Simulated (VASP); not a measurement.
# SiF2 (Pnnm) in VASP: a series of runs

SiF2 is run at these levels: PBE; tasks: single point.

All numbers are computed with VASP 6.6.1; they aren't measurements. Logs are shortened: lines on timing, memory, paths and dates and some standing lists are left out, and cuts for length are marked.

## Step 1: The cell of the first run

Symmetry: Pnnm, No. 58, orthorhombic system. Conventional cell: a = 4.980 Å, b = 5.142 Å, c = 3.509 Å, α = 90.00°, β = 90.00°, γ = 90.00°. Within 2.7 Å of Si (site symmetry 2/m) lie 6 F at 2.06 to 2.32 Å. Within 2.7 Å of F (site symmetry m) lie 3 Si at 2.06 to 2.32 Å.

## Step 2: Single point, PBE

INCAR reads:

```
  PREC = Accurate
  ENCUT = 520
  EDIFF = 1E-7
  ISMEAR = 0
  SIGMA = 0.1
  LREAL = False
  LASPH = True
  NELM = 80
  ALGO = Normal
  ISIF = 2
  LWAVE = False
  LCHARG = True
  GGA = PE
  LELF = True
  LVHAR = True
  NBANDS = 27
```

KPOINTS reads:

```
regular mesh
0
Gamma
  4 4 6
```

POSCAR reads:

```
SiF2
1.0
    4.9799879117      0.0000000000      0.0000000000
    0.0000000000      5.1417396233      0.0000000000
    0.0000000000      0.0000000000      3.5090129323
Si F
2 4
Direct
    0.0000000000      0.0000000000      0.0000000000
    0.5000000000      0.5000000000      0.5000000000
    0.2871047228      0.2874226400      0.0000000000
    0.7128952772      0.7125773600      0.0000000000
    0.7871047228      0.2125773600      0.5000000000
    0.2128952772      0.7874226400      0.5000000000
```

Potentials or basis: VASP PAW PBE potentials, release 64 (Si, F).

Started as:

```bash
$ cat potpaw_PBE.64/Si/POTCAR potpaw_PBE.64/F/POTCAR > POTCAR
$ mpirun -np 1 vasp_std > vasp.out
```

OUTCAR:

```text
PREC = Accurate
   ENCUT = 520
   EDIFF = 1E-7
   ISMEAR = 0
   LREAL = False
   LASPH = True
   NELM = 80
   ISIF = 2
   GGA = PE

 ion  position               nearest neighbor table
   1  0.000  0.000  0.000-   3 2.06   4 2.06   5 2.32   6 2.32   5 2.32   6 2.32
   2  0.500  0.500  0.500-   5 2.06   6 2.06   3 2.32   4 2.32   3 2.32   4 2.32
   3  0.287  0.287  0.000-   1 2.06   2 2.32   2 2.32
   4  0.713  0.713  0.000-   1 2.06   2 2.32   2 2.32
   5  0.787  0.213  0.500-   2 2.06   1 2.32   1 2.32
   6  0.213  0.787  0.500-   2 2.06   1 2.32   1 2.32

  LATTYP: Found a simple orthorhombic cell.
 ALAT       =     3.5090129323
 B/A-ratio  =     1.4191990761
 C/A-ratio  =     1.4652951478

  Lattice vectors:

 A1 = (   0.0000000000,   0.0000000000,   3.5090129323)
 A2 = (   4.9799879117,   0.0000000000,   0.0000000000)
 A3 = (   0.0000000000,   5.1417396233,   0.0000000000)

Analysis of symmetry for initial positions (statically):
=====================================================================
 Subroutine PRICEL returns:
 Original cell was already a primitive cell.

 Routine SETGRP: Setting up the symmetry group for a
 simple orthorhombic supercell.

 Subroutine GETGRP returns: Found  8 space group operations
 (whereof  4 operations were pure point group operations)
 out of a pool of  8 trial point group operations.

The static configuration has the point symmetry C_2h.
 The point group associated with its full space group is D_2h.

Analysis of symmetry for dynamics (positions and initial velocities):
=====================================================================
 Subroutine PRICEL returns:
 Original cell was already a primitive cell.

 Routine SETGRP: Setting up the symmetry group for a
 simple orthorhombic supercell.

 Subroutine GETGRP returns: Found  8 space group operations
 (whereof  4 operations were pure point group operations)
 out of a pool of  8 trial point group operations.

The dynamic configuration has the point symmetry C_2h.
 The point group associated with its full space group is D_2h.

 Subroutine INISYM returns: Found  8 space group operations
 (whereof  4 operations are pure point group operations),
 and found     1 'primitive' translations

----------------------------------------------------------------------------------------

                                     Primitive cell

  volume of cell :      89.8511

  direct lattice vectors                    reciprocal lattice vectors
     4.979987912  0.000000000  0.000000000     0.200803700  0.000000000  0.000000000
     0.000000000  5.141739623  0.000000000     0.000000000  0.194486706  0.000000000
     0.000000000  0.000000000  3.509012932     0.000000000  0.000000000  0.284980426

  length of vectors
     4.979987912  5.141739623  3.509012932     0.200803700  0.194486706  0.284980426

  position of ions in fractional coordinates (direct lattice)
     0.000000000  0.000000000  0.000000000
     0.500000000  0.500000000  0.500000000
     0.287104723  0.287422640  0.000000000
     0.712895277  0.712577360  0.000000000
     0.787104723  0.212577360  0.500000000
     0.212895277  0.787422640  0.500000000

  ion indices of the primitive-cell ions
   primitive index   ion index
                 1           1
                 2           2
                 3           3
                 4           4
                 5           5
                 6           6

----------------------------------------------------------------------------------------

 KPOINTS: regular mesh

Automatic generation of k-mesh.
 Grid dimensions read from file:
 generate k-points for:    4    4    6

 Generating k-lattice:

  Cartesian coordinates                     Fractional coordinates (reciprocal lattice)
     0.050200925  0.000000000  0.000000000     0.250000000  0.000000000  0.000000000
     0.000000000  0.048621676  0.000000000     0.000000000  0.250000000  0.000000000
     0.000000000  0.000000000  0.047496738     0.000000000  0.000000000  0.166666667

  Length of vectors
     0.050200925  0.048621676  0.047496738

  Shift w.r.t. Gamma in fractional coordinates (k-lattice)
     0.000000000  0.000000000  0.000000000

 Subroutine IBZKPT returns following result:
 ===========================================

 Found     36 irreducible k-points:

 Following reciprocal coordinates:
            Coordinates               Weight
  0.000000  0.000000  0.000000      1.000000
  0.250000  0.000000  0.000000      2.000000
  0.500000  0.000000  0.000000      1.000000
  0.000000  0.250000  0.000000      2.000000
  0.250000  0.250000  0.000000      4.000000
  0.500000  0.250000  0.000000      2.000000
[... 16 lines left out ...]
  0.250000  0.250000  0.333333      8.000000
  0.500000  0.250000  0.333333      4.000000
 [... further k-points ...]
   k-points           NKPTS =     36   k-points in BZ     NKDIM =     36   number of bands    NBANDS=     27
   number of dos      NEDOS =    301   number of ions     NIONS =      6
   total plane-waves  NPLWV =  44800
   dimension x,y,z NGX =    40 NGY =   40 NGZ =   28
   dimension x,y,z NGXF=    80 NGYF=   80 NGZF=   56
   ions per type =               2   4
   NGX,Y,Z   is equivalent  to a cutoff of  13.35, 12.93, 13.27 a.u.
   NGXF,Y,Z  is equivalent  to a cutoff of  26.71, 25.87, 26.53 a.u.
 SYSTEM =  unknown system
   PREC   = accura    normal or accurate (medium, high low for compatibility)
   ISTART =      0    job   : 0-new  1-cont  2-samecut
   ICHARG =      2    charge: 1-file 2-atom 10-const
   ISPIN  =      1    spin polarized calculation?
   LNONCOLLINEAR =      F non collinear calculations
   LSORBIT =      F    spin-orbit coupling
   LASPH  =      T    aspherical Exc in radial PAW
   ENCUT  =  520.0 eV  38.22 Ry    6.18 a.u.   9.26  9.56  6.52*2*pi/ulx,y,z
   NELM   =     80;   NELMIN=  2; NELMDL= -5     # of ELM steps
   EDIFF  = 0.1E-06   stopping-criterion for ELM
   LREAL  =      F    real-space projection
   EDIFFG = 0.1E-05   stopping-criterion for IOM
   NSW    =      0    number of steps for IOM
   IBRION =     -1    ionic relax: 0-MD 1-quasi-New 2-CG
   NFREE  =      0    steps in history (QN), initial steepest desc. (CG)
   ISIF   =      2    stress and relaxation
   ISYM   =      2    0-nonsym 1-usesym 2-fastsym
   POTIM  = 0.5000    time-step for ionic-motion
   TEBEG  =    0.0;   TEEND  =   0.0 temperature during run
   PSTRESS=    0.0 pullay stress
   NELECT =      36.0000    total number of electrons
   NUPDOWN=      -1.0000    fix difference up-down
   EMIN   =  10.00;   EMAX   =-10.00  energy-range for DOS
   EFERMI =   0.00;   METHOD = LEGACY
   ISMEAR =     0;   SIGMA  =   0.10  broadening in eV -4-tet -1-fermi 0-gaus
   EFERMI_NEDOS =   21; number of points for ismear=-14 and -15
   IALGO  =     38    algorithm
   IMIX   =      4    mixing-type and parameters
     AMIX     =   0.40;   BMIX     =  1.00
     AMIX_MAG =   1.60;   BMIX_MAG =  1.00
  volume/ion in A,a.u.               =      14.98       101.06
  Fermi-wavevector in a.u.,A,eV,Ry     =   1.206891  2.280692 19.818039  1.456585
  Thomas-Fermi vector in A             =   2.342544
   LORBIT       =      0    0 simple, 1 ext, 2 COOP (PROOUT), +10 PAW based schemes
   GGA     = PE    functional components
   LHFCALC =     F    Hartree Fock is set to
   AEXX    =    0.0000 exact exchange contribution
   IVDW    =     0    specifies the selected vdW correction
   LEPSILON=     F    determine dielectric tensor
   LRPA    =     F    only Hartree local field effects (RPA)
 non-spin polarized calculation
 Gauss-broadening in eV      SIGMA  =   0.10
  energy-cutoff  :      520.00
  volume of cell :       89.85
 maximum number of plane-waves:      2441
 NGX is ok and might be reduce to    40
   NGX = 19   NGY = 19   NGZ = 13

 number of electron      36.0000028 magnetization

 Free energy of the ion-electron system (eV)
  ---------------------------------------------------
  ext. energy  EPLUGINS =         0.00000000
  ---------------------------------------------------
  free energy    TOTEN  =       -28.08826858 eV

  energy without entropy =      -28.08826858  energy(sigma->0) =      -28.08826858

 E-fermi :   3.2127     XC(G=0):  -8.9352

 val. band max:        2.7778904388   @ k =   0.0000   0.0000   0.1667
 cond. band min:       4.5598468492   @ k =   0.0000   0.0000   0.0000
 fundamental gap:      1.7819564104
 Fermi energy:         3.2127256406

 k-point     1 :       0.0000    0.0000    0.0000
  band No.  band energies     occupation
      1     -21.4461      2.00000
      2     -21.0487      2.00000
      3     -21.0079      2.00000
      4     -20.8764      2.00000
      5      -6.9815      2.00000
      6      -3.8908      2.00000
[... 19 lines left out ...]
     26      10.1159      0.00000
     27      11.0570      0.00000

 k-point     2 :       0.2500    0.0000    0.0000
  band No.  band energies     occupation
      1     -21.3868      2.00000
      2     -21.0797      2.00000
      3     -21.0212      2.00000
      4     -20.8970      2.00000
      5      -6.6994      2.00000
      6      -4.7351      2.00000
[... 19 lines left out ...]
     26      10.7625      0.00000
     27      11.4073      0.00000

 k-point     3 :       0.5000    0.0000    0.0000
  band No.  band energies     occupation
      1     -21.2382      2.00000
      2     -21.2382      2.00000
      3     -20.9571      2.00000
      4     -20.9571      2.00000
      5      -5.9005      2.00000
      6      -5.9005      2.00000
[... 19 lines left out ...]
     26      11.0528      0.00000
     27      12.4480      0.00000

 k-point     4 :       0.0000    0.2500    0.0000
  band No.  band energies     occupation
      1     -21.3922      2.00000
      2     -21.1130      2.00000
      3     -20.9868      2.00000
      4     -20.8917      2.00000
      5      -6.7026      2.00000
      6      -4.7659      2.00000
[... 19 lines left out ...]
     26      10.6253      0.00000
     27      11.2775      0.00000

 k-point     5 :       0.2500    0.2500    0.0000
  band No.  band energies     occupation
      1     -21.3376      2.00000
      2     -21.0944      2.00000
      3     -21.0366      2.00000
      4     -20.9203      2.00000
      5      -6.4753      2.00000
      6      -5.1101      2.00000
[... 19 lines left out ...]
     26      11.2523      0.00000
     27      11.6748      0.00000

 k-point     6 :       0.5000    0.2500    0.0000
  band No.  band energies     occupation
      1     -21.2033      2.00000
      2     -21.2033      2.00000
      3     -20.9936      2.00000
      4     -20.9936      2.00000
      5      -5.8604      2.00000
      6      -5.8604      2.00000
[... 444 lines left out ...]
      1     -21.1346      2.00000
      2     -21.1346      2.00000
      3     -20.9831      2.00000
      4     -20.9831      2.00000
      5      -5.7277      2.00000
      6      -5.7277      2.00000
[... 19 lines left out ...]
     26      11.2105      0.00000
     27      12.3588      0.00000

 k-point    22 :       0.0000    0.2500    0.3333
  band No.  band energies     occupation
      1     -21.2311      2.00000
      2     -21.0526      2.00000
      3     -20.9817      2.00000
      4     -20.9707      2.00000
      5      -6.2007      2.00000
      6      -5.1079      2.00000
[... 19 lines left out ...]
     26      11.5265      0.00000
     27      11.6570      0.00000

 k-point    23 :       0.2500    0.2500    0.3333
  band No.  band energies     occupation
      1     -21.1982      2.00000
      2     -21.0556      2.00000
      3     -21.0057      2.00000
      4     -20.9758      2.00000
      5      -6.1530      2.00000
      6      -5.4752      2.00000
[... 19 lines left out ...]
     26      11.9747      0.00000
     27      12.2266      0.00000

 k-point    24 :       0.5000    0.2500    0.3333
  band No.  band energies     occupation
      1     -21.1196      2.00000
      2     -21.1196      2.00000
      3     -20.9977      2.00000
      4     -20.9977      2.00000
      5      -5.9300      2.00000
      6      -5.9300      2.00000
[... 19 lines left out ...]
     26      11.5984      0.00000
     27      12.7809      0.00000

 [... further k-points ...]

------------------------ aborting loop because EDIFF is reached ----------------------------------------

  FORCE on cell =-STRESS in cart. coord.  units (eV):
  Direction    XX          YY          ZZ          XY          YZ          ZX
  --------------------------------------------------------------------------------------
  -------------------------------------------------------------------------------------
  Total        0.1065274     -0.1919157     -0.1799476     -0.0000000      0.0000000      0.0000000
  in kB        1.8995405     -3.4221397     -3.2087302     -0.0000000      0.0000000      0.0000000
  external PRESSURE =      -1.5771098 kB  Pullay stress =       0.0000000 kB

 VOLUME and BASIS-vectors are now :
 -----------------------------------------------------------------------------
  energy-cutoff  :      520.00
  volume of cell :       89.85
      direct lattice vectors                 reciprocal lattice vectors
     4.979987912  0.000000000  0.000000000     0.200803700  0.000000000  0.000000000
     0.000000000  5.141739623  0.000000000     0.000000000  0.194486706  0.000000000
     0.000000000  0.000000000  3.509012932     0.000000000  0.000000000  0.284980426

 POSITION                                       TOTAL-FORCE (eV/Angst)
 -----------------------------------------------------------------------------------
      0.00000      0.00000      0.00000         0.000000     -0.000000      0.000000
      2.48999      2.57087      1.75451         0.000000     -0.000000      0.000000
      1.42978      1.47785      0.00000         0.010635      0.011317      0.000000
      3.55021      3.66389      0.00000        -0.010635     -0.011317      0.000000
      3.91977      1.09302      1.75451         0.010635     -0.011317      0.000000
      1.06022      4.04872      1.75451        -0.010635      0.011317      0.000000
 -----------------------------------------------------------------------------------
    total drift:                                0.000000      0.000000     -0.000000

  FREE ENERGIE OF THE ION-ELECTRON SYSTEM (eV)
  ---------------------------------------------------
  free  energy   TOTEN  =       -28.0882685788 eV

  energy  without entropy=      -28.0882685788  energy(sigma->0) =      -28.08826858
```

It took 89 s on 1 thread of Intel Xeon Platinum 8488C (Sapphire Rapids), shared host; peak memory 0.22 GiB.

Results:

```yaml
Free_energy: -28.0883 eV
Pressure: -0.2 GPa
Largest_force: 0.016 eV/Å
Band_gap_on_the_k_mesh: 1.78 eV, indirect (least direct gap 1.81 eV)
```

Forces in eV/Å, atoms in the order of the input:
```
Si   0.000  0.000  0.000
Si   0.000  0.000  0.000
F    0.011  0.011  0.000
F   -0.011 -0.011  0.000
F    0.011 -0.011  0.000
F   -0.011  0.011  0.000
```

Stress tensor (GPa, compression positive):
```
 0.19  0.00  0.00
 0.00 -0.34  0.00
 0.00  0.00 -0.32
```

Levels at points of the mesh, in eV from the valence-band top:
| k point | band 15 | band 16 | band 17 | band 18 | band 19 | band 20 | band 21 | band 22 |
| --- | --- | --- | --- | --- | --- | --- | --- | --- |
| (0.00, 0.00, 0.00) | -4.57 | -4.49 | -4.22 | -0.02 | 1.78 | 1.82 | 3.81 | 5.71 |
| (0.50, 0.00, 0.00) | -4.50 | -4.50 | -2.05 | -2.05 | 2.49 | 2.49 | 4.72 | 4.72 |
| (0.00, 0.50, 0.00) | -4.44 | -4.44 | -2.08 | -2.08 | 2.50 | 2.50 | 4.72 | 4.72 |
| (0.50, 0.50, 0.00) | -4.69 | -4.69 | -1.71 | -1.71 | 2.15 | 2.15 | 4.79 | 4.79 |
| (0.00, 0.00, 0.50) | -4.77 | -4.77 | -0.98 | -0.98 | 2.97 | 2.97 | 4.03 | 4.03 |
| (0.50, 0.00, 0.50) | -4.59 | -4.59 | -0.88 | -0.88 | 2.06 | 2.06 | 4.00 | 4.00 |
| (0.00, 0.50, 0.50) | -4.65 | -4.65 | -0.87 | -0.87 | 2.05 | 2.05 | 4.04 | 4.04 |
| (0.50, 0.50, 0.50) | -4.50 | -4.50 | -1.82 | -1.82 | 3.33 | 3.33 | 4.01 | 4.01 |

## Step 3: Single point, PBE

INCAR reads:

```
SYSTEM = SiF2
  PREC = Accurate
  ENCUT = 520
  EDIFF = 1E-6
  ISMEAR = 0
  SIGMA = 0.02
  LREAL = .False.
  LASPH = .True.
  NELM = 80
  ALGO = Normal
  ISIF = 2
  LWAVE = .False.
  LCHARG = .True.
  GGA = PE
  LELF = .True.
  LVHAR = .True.
  NBANDS = 27
```

KPOINTS reads:

```
regular mesh
0
Gamma
  6 6 8
  0 0 0
```

POSCAR reads:

```
SiF2
1.0
    5.0702199777      0.0000000000      0.0000000000
    0.0000000000      5.0779520631      0.0000000000
    0.0000000000      0.0000000000      3.4944232735
Si F
2 4
Direct
    0.0000000000      0.0000000000      0.0000000000
    0.5000000000      0.5000000000      0.5000000000
    0.2862243420      0.2862567251      0.0000000000
    0.7137756580      0.7137432749      0.0000000000
    0.7862243420      0.2137432749      0.5000000000
    0.2137756580      0.7862567251      0.5000000000
```

Potentials or basis: VASP PAW PBE potentials, release 64 (Si, F).

Started as:

```bash
$ cat potpaw_PBE.64/Si/POTCAR potpaw_PBE.64/F/POTCAR > POTCAR
$ mpirun -np 1 vasp_std > vasp.out
```

Run time: 2.5 min. Hardware: 1 thread of Intel Xeon Platinum 8488C (Sapphire Rapids), shared host; peak memory 0.28 GiB.

Results (log left out):

```yaml
Free_energy: -28.0910 eV
Pressure: -0.2 GPa
Largest_force: 0.018 eV/Å
Band_gap_on_the_k_mesh: 1.79 eV, indirect (least direct gap 1.81 eV)
```

Forces in eV/Å, atoms in the order of the input:
```
Si   0.000  0.000  0.000
Si   0.000  0.000  0.000
F    0.013  0.013  0.000
F   -0.013 -0.013  0.000
F    0.013 -0.013  0.000
F   -0.013  0.013  0.000
```

Stress tensor (GPa, compression positive):
```
-0.15  0.00  0.00
 0.00 -0.18  0.00
 0.00  0.00 -0.31
```

Levels at points of the mesh, in eV from the valence-band top:
```tsv
k point	band 14	band 15	band 16	band 17	band 18	band 19	band 20	band 21	band 22	band 23
(0.00, 0.00, 0.00)	-4.87	-4.55	-4.55	-4.24	-0.02	1.79	1.79	3.80	5.69	6.01
(0.50, 0.00, 0.00)	-5.02	-4.49	-4.49	-2.10	-2.10	2.50	2.50	4.71	4.71	5.18
(0.00, 0.50, 0.00)	-5.02	-4.48	-4.48	-2.10	-2.10	2.50	2.50	4.71	4.71	5.18
(0.50, 0.50, 0.00)	-5.25	-4.72	-4.72	-1.72	-1.72	2.15	2.15	4.78	4.78	5.58
(0.00, 0.00, 0.50)	-4.99	-4.79	-4.79	-1.01	-1.01	2.89	2.89	4.02	4.02	5.71
(0.50, 0.00, 0.50)	-4.77	-4.65	-4.65	-0.91	-0.91	1.98	1.98	4.01	4.01	6.25
(0.00, 0.50, 0.50)	-4.77	-4.65	-4.65	-0.91	-0.91	1.98	1.98	4.01	4.01	6.25
(0.50, 0.50, 0.50)	-4.64	-4.52	-4.52	-1.87	-1.87	3.26	3.26	4.02	4.02	4.87
```
